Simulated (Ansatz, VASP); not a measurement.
**One calculation of C, two programs**

INCAR

```
PREC = Accurate
ENCUT = 520
EDIFF = 1E-6
ISMEAR = 0
SIGMA = 0.05
LREAL = False
LASPH = True
NELM = 80
ALGO = Normal
ISIF = 2
LWAVE = False
LCHARG = False
GGA = PE
IVDW = 12
NBANDS = 31
```

File KPOINTS:

```
regular mesh
0
Gamma
  7 11 3
```

The input POSCAR:

```
C
1.0
    0.0000000000      1.4231463890     -3.3609366400
   -2.4649618524      0.0000000000      0.0000000000
    0.8216539508     12.4622726282      1.4179835136
C
10
Direct
   -0.0010240022      1.6360448259      0.7081344776
    0.7231858604      0.4181501492      0.0544504475
    0.7921333947      0.9726238183      0.2178714550
   -0.1389190709      0.5270974875      0.3812924625
   -0.0699715365      1.0815711567      0.5447134701
    0.7457616740      0.9363235200      0.1089705600
   -0.1852907917      0.4907971892      0.2723915676
   -0.1163432573      1.0452708584      0.4358125751
   -0.0473957230      0.5997445275      0.5992335826
    0.0215518114      1.1542181967      0.7626545901
```

Input for Ansatz:

```yaml
crystal:
  lattice:
    - [0.0, 1.423146389, -3.36093664]
    - [-2.4649618524, 0.0, 0.0]
    - [0.8216539508, 12.4622726282, 1.4179835136]
  atoms:
    - { symbol: C, position: [-0.0010240022, 1.6360448259, 0.7081344776] }
    - { symbol: C, position: [0.7231858604, 0.4181501492, 0.0544504475] }
    - { symbol: C, position: [0.7921333947, 0.9726238183, 0.217871455] }
    - { symbol: C, position: [-0.1389190709, 0.5270974875, 0.3812924625] }
    - { symbol: C, position: [-0.0699715365, 1.0815711567, 0.5447134701] }
    - { symbol: C, position: [0.745761674, 0.93632352, 0.10897056] }
    - { symbol: C, position: [-0.1852907917, 0.4907971892, 0.2723915676] }
    - { symbol: C, position: [-0.1163432573, 1.0452708584, 0.4358125751] }
    - { symbol: C, position: [-0.047395723, 0.5997445275, 0.5992335826] }
    - { symbol: C, position: [0.0215518114, 1.1542181967, 0.7626545901] }
basis:
  ecutwfc: 520.0
kpoints:
  mp_grid: { grid: [7, 11, 3] }
hamiltonian:
  xc: pbe
  pseudopotentials: { kind: paw, azcp: { folder: soft_1 } }
  dispersion: d3bj
scf:
  occupations: { method: gaussian, width: 0.05 }
output:
  forces: true
  stress: true
  eigenvalues: true
```

Alike in both runs: task single point; functional PBE; dispersion D3(BJ); k mesh 7 × 11 × 3; occupations gaussian, width 0.05 eV; no spin polarisation.

|  | VASP | Ansatz |
| --- | --- | --- |
| version | VASP 6.6.1 | Ansatz 0.2.0 |
| potentials or method | VASP PAW PBE potentials, release 64 (C), cutoff 520 eV | scalar-relativistic, plane waves, PAW |
| valence electrons in the cell | 40 | 40 |

VASP gave:

```
gap on the k mesh at the Fermi level (eV)                     : 0.03
least direct gap on the mesh (eV)                             : 0.05
pressure (GPa)                                                : -1.3
traceless stress, the component that is largest in VASP (GPa) : -1.24
rms of the force components (eV/Å)                            : 0.707
```

Q: Which values does Ansatz return?

A: gap on the k mesh at the Fermi level (eV): 0.04; least direct gap on the mesh (eV): 0.05; pressure (GPa): -1.7; traceless stress, the component that is largest in VASP (GPa): -1.24; rms of the force components (eV/Å): 0.710.

Atom by atom the forces differ by 0.012 eV/Å (rms over components).
